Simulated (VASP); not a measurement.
# TiSeF2 (P4mm) in VASP: a series of runs, part 2 of 2

VASP 6.6.1. The steps go on from the part before.

### 3 Relaxation of cell and atoms, PBE

Input file INCAR:

```
PREC     = Accurate       # precision mode
ENCUT    = 600            # plane-wave cutoff, eV
EDIFF    = 1E-6           # SCF threshold, eV
ISMEAR   = 0              # smearing method
SIGMA    = 0.02           # smearing width, eV
LREAL    = False          # projectors in reciprocal space
LASPH    = True           # aspherical terms in the spheres
NELM     = 60             # most SCF steps
ALGO     = Normal         # electronic algorithm
ISIF     = 3              # what is computed and relaxed
LWAVE    = False          # write WAVECAR
LCHARG   = False          # write CHGCAR
GGA      = PE             # functional
IBRION   = 2              # ionic algorithm
NSW      = 100            # ionic steps
EDIFFG   = -0.01          # ionic threshold
```

Input file KPOINTS:

```
Automatic mesh
0
Gamma
  8 8 6
```

Input file POSCAR:

```
TiSeF2
1.0
    3.8844726942      0.0000000000      0.0000000000
    0.0000000000      3.8844726942      0.0000000000
    0.0000000000      0.0000000000      5.3135609878
Ti Se F
1 1 2
Direct
    0.5000000000      0.5000000000      0.9501326101
    0.5000000000      0.5000000000      0.5299346124
    0.5000000000      0.0000000000      0.0099648191
    0.0000000000      0.5000000000      0.0099648191
```

Potentials or basis: VASP PAW PBE potentials, release 64 (Ti_sv, Se, F).

Run with:

```
cat potpaw_PBE.64/Ti_sv/POTCAR potpaw_PBE.64/Se/POTCAR potpaw_PBE.64/F/POTCAR > POTCAR
mpirun -np 1 vasp_std > vasp.out
```

OUTCAR:

```text
PREC = Accurate
   ENCUT = 600
   EDIFF = 1E-6
   ISMEAR = 0
   LREAL = False
   LASPH = True
   NELM = 60
   ISIF = 3
   GGA = PE
   IBRION = 2
   NSW = 100
   EDIFFG = -0.01

 ion  position               nearest neighbor table
   1  0.500  0.500  0.950-   3 1.97   4 1.97   3 1.97   4 1.97   2 2.23
   2  0.500  0.500  0.530-   1 2.23
   3  0.500  0.000  0.010-   1 1.97   1 1.97
   4  0.000  0.500  0.010-   1 1.97   1 1.97

  LATTYP: Found a simple tetragonal cell.
 ALAT       =     3.8844726942
 C/A-ratio  =     1.3678976289

  Lattice vectors:

 A1 = (   3.8844726942,   0.0000000000,   0.0000000000)
 A2 = (   0.0000000000,   3.8844726942,   0.0000000000)
[... 409 lines left out ...]

 number of electron      31.9999993 magnetization

 Free energy of the ion-electron system (eV)
  ---------------------------------------------------
  ext. energy  EPLUGINS =         0.00000000
  ---------------------------------------------------
  free energy    TOTEN  =       -24.65076786 eV

  energy without entropy =      -24.65076786  energy(sigma->0) =      -24.65076786

 E-fermi :   1.3990     XC(G=0):  -8.4703

 val. band max:        1.2120134335   @ k =   0.5000   0.0000   0.0000
 cond. band min:       2.0346874414   @ k =   0.0000   0.0000   0.0000
 fundamental gap:      0.8226740079
 Fermi energy:         1.3989580372

 k-point     1 :       0.0000    0.0000    0.0000
  band No.  band energies     occupation
      1     -56.5838      2.00000
      2     -32.9670      2.00000
      3     -32.9670      2.00000
      4     -32.5582      2.00000
      5     -23.1289      2.00000
      6     -22.8422      2.00000
[... 541 lines left out ...]
     19       3.1365      0.00000
     20       3.9950      0.00000

 [... further k-points ...]
[... 5 lines left out ...]
  --------------------------------------------------------------------------------------
  -------------------------------------------------------------------------------------
  Total       -0.0346872     -0.0346872     -0.0291131      0.0000000     -0.0000000      0.0000000
  in kB       -0.6925729     -0.6925729     -0.5812804      0.0000000     -0.0000000      0.0000000
  external PRESSURE =      -0.6554754 kB  Pullay stress =       0.0000000 kB
[... 19 lines left out ...]
  FREE ENERGIE OF THE ION-ELECTRON SYSTEM (eV)
  ---------------------------------------------------
  free  energy   TOTEN  =       -24.6507678571 eV

  energy  without entropy=      -24.6507678571  energy(sigma->0) =      -24.65076786

 reached required accuracy - stopping structural energy minimisation
```

OSZICAR:

```text
N       E                     dE             d eps       ncg     rms          rms(c)
DAV:   1     0.392421157494E+03    0.39242E+03   -0.17651E+04  2400   0.178E+03
DAV:   2     0.190735760052E+02   -0.37335E+03   -0.35878E+03  2868   0.469E+02
[... 54 lines left out ...]
       N       E                     dE             d eps       ncg     rms          rms(c)
DAV:   1    -0.246510327807E+02   -0.33257E-03   -0.56160E-02  2788   0.375E+00    0.208E-01
DAV:   2    -0.246515350524E+02   -0.50227E-03   -0.10056E-02  2616   0.909E-01    0.204E-01
DAV:   3    -0.246509454761E+02    0.58958E-03   -0.13138E-03  2768   0.479E-01    0.881E-02
DAV:   4    -0.246507932742E+02    0.15220E-03   -0.20740E-04  3064   0.165E-01    0.366E-02
DAV:   5    -0.246507673756E+02    0.25899E-04   -0.95623E-05  3840   0.678E-02    0.145E-02
DAV:   6    -0.246507678571E+02   -0.48156E-06   -0.92938E-06  2824   0.291E-02
   7 F= -.24650768E+02 E0= -.24650768E+02  d E =-.101720E-03
```

Run time: 3.7 min. Hardware: 1 thread of Intel Xeon Platinum 8488C (Sapphire Rapids), shared host; peak memory 0.3 GiB.

What came out:

- Free energy: -24.6508 eV
- Relaxed volume: 20.06 Å³/atom
- Relaxed cell: a = 3.891 Å, b = 3.891 Å, c = 5.300 Å, α = 90.00°, β = 90.00°, γ = 90.00°
- Space group after relaxing (to 0.1 Å): P4mm (No. 99)
- Energy gained by relaxing: 0.1 meV/atom
- Ionic steps: 7
- Pressure after relaxing: -0.1 GPa
- Largest force after relaxing: 0.009 eV/Å
- Band gap on the k mesh: 0.82 eV (least direct gap 0.97 eV)

Forces in eV/Å, atoms in the order of the input:
```
Ti   0.000  0.000  0.008
Se   0.000  0.000 -0.009
F    0.000  0.000  0.001
F    0.000  0.000  0.001
```

Step by step:
```
step  energy change (eV)  largest force (eV/Å)  pressure (GPa)  volume (Å³)
   1              0.0000                0.0332            0.19        80.18
   2             -0.0001                0.0273           -0.15        80.45
   3             -0.0001                0.0025           -0.03        80.34
   4             -0.0002                0.0253           -0.03        80.34
   5             -0.0002                0.0257           -0.03        80.34
   6             -0.0002                0.0212           -0.04        80.31
   7             -0.0003                0.0088           -0.07        80.24
```

Final structure:
```cif
data_structure
_symmetry_space_group_name_H-M 'P 1'
_symmetry_Int_Tables_number 1
_cell_length_a 3.8912
_cell_length_b 3.8912
_cell_length_c 5.2996
_cell_angle_alpha 90.000
_cell_angle_beta 90.000
_cell_angle_gamma 90.000
_cell_volume 80.24
loop_
_atom_site_label
_atom_site_type_symbol
_atom_site_fract_x
_atom_site_fract_y
_atom_site_fract_z
_atom_site_occupancy
Ti1 Ti 0.50000 0.50000 0.95089 1
Se1 Se 0.50000 0.50000 0.52915 1
F1 F 0.50000 0.00000 0.00998 1
F2 F 0.00000 0.50000 0.00998 1
```

Levels at points of the mesh, in eV from the valence-band top:
```
           k point  band 13  band 14  band 15  band 16  band 17  band 18  band 19  band 20
(0.00, 0.00, 0.00)    -4.74    -1.25    -0.15    -0.15     0.82     1.96     1.96     2.25
(0.50, 0.00, 0.00)    -5.21    -1.59    -1.15     0.00     1.65     1.81     2.06     2.15
(0.50, 0.50, 0.00)    -4.12    -1.24    -1.24    -1.07     1.86     1.86     1.99     2.19
(0.00, 0.00, 0.50)    -4.74    -2.80    -0.47    -0.47     0.83     2.38     2.55     2.55
(0.50, 0.00, 0.50)    -5.20    -2.63    -1.30    -0.31     1.65     2.06     2.64     2.98
(0.50, 0.50, 0.50)    -4.12    -2.53    -0.97    -0.97     2.14     2.14     2.18     4.56
```
